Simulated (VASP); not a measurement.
Input of a VASP 6.6.1 run:

The input INCAR:

```
PREC     = Accurate       # precision mode
ENCUT    = 520            # plane-wave cutoff, eV
EDIFF    = 1E-7           # SCF threshold, eV
ISMEAR   = 0              # smearing method
SIGMA    = 0.1            # smearing width, eV
LREAL    = Auto         
LASPH    = True           # aspherical terms in the spheres
NELM     = 80             # most SCF steps
ALGO     = Fast           # electronic algorithm
ISIF     = 2              # what is computed and relaxed
LWAVE    = False          # write WAVECAR
LCHARG   = False          # write CHGCAR
GGA      = PE             # functional
NBANDS   = 90             # bands
ISYM     = 0
```

Contents of KPOINTS:

```
regular mesh
0
Gamma
  3 3 3
```

File POSCAR:

```
AgOs9Ru2Pt3Au
1.0
   -3.9013067055      3.8817093664     -3.9199107658
    3.8927353447      3.8738776066      3.9206503669
    3.9024151158     -3.8824489674     -3.9217587772
Ru Ag Os Pt Au
2 1 9 3 1
Direct
    0.4999461778     -0.0006844611      0.4988054995
    0.5045765112      0.2423981943      0.2515924689
    0.0023460397      0.0004033783      1.0005380442
    0.2510477723     -0.0098868980      0.7372638894
   -0.0104455624      0.2417145337      0.7364020861
    0.2467628998      0.2424857411      0.5021775075
    0.4958605264      0.7591072073      0.7480686463
    0.7476354608      1.0068355662      0.2585158295
    0.7538977141      0.7589792505      0.4999662131
    0.0099870997      0.7594936169      0.2628276392
    0.7423830157      0.2410597908      0.9941130985
    0.2591688316      0.7559834291      0.0038240570
    0.7478024665      0.4925559152      0.7435609550
    0.9994678612      0.4988959938      0.4988911692
    0.2519523913      0.5079732062      0.2556406575
    0.5007731095      0.4988233844      1.0003432730
```

Potentials or basis: VASP PAW PBE potentials, release 64 (Ru_pv, Ag, Os, Pt, Au).

The run is started by

```sh
$ cat potpaw_PBE.64/Ru_pv/POTCAR potpaw_PBE.64/Ag/POTCAR potpaw_PBE.64/Os/POTCAR potpaw_PBE.64/Pt/POTCAR potpaw_PBE.64/Au/POTCAR > POTCAR
$ mpirun -np 1 vasp_std > vasp.out
```

Task: What does it give for the pressure?

Result: -0.3 GPa.

Task: What does it give for the largest force?

Result: 0.019 eV/Å.

Forces on the atoms (eV/Å):
```
Ru   0.003  0.011  0.006
Ru   0.012  0.001 -0.012
Ag   0.004 -0.008  0.001
Os  -0.018 -0.005 -0.006
Os   0.000 -0.005  0.007
Os  -0.008  0.011 -0.002
Os  -0.004 -0.002  0.008
Os   0.008  0.001  0.001
Os   0.009  0.000  0.002
Os  -0.008 -0.001 -0.012
Os   0.006  0.004  0.002
Os   0.006  0.001 -0.001
Pt  -0.011 -0.003  0.006
Pt   0.004  0.005  0.002
Pt  -0.006 -0.010  0.000
Au   0.001  0.000 -0.003
```

Caveat: the k points lie up to 0.38 Å⁻¹ apart.
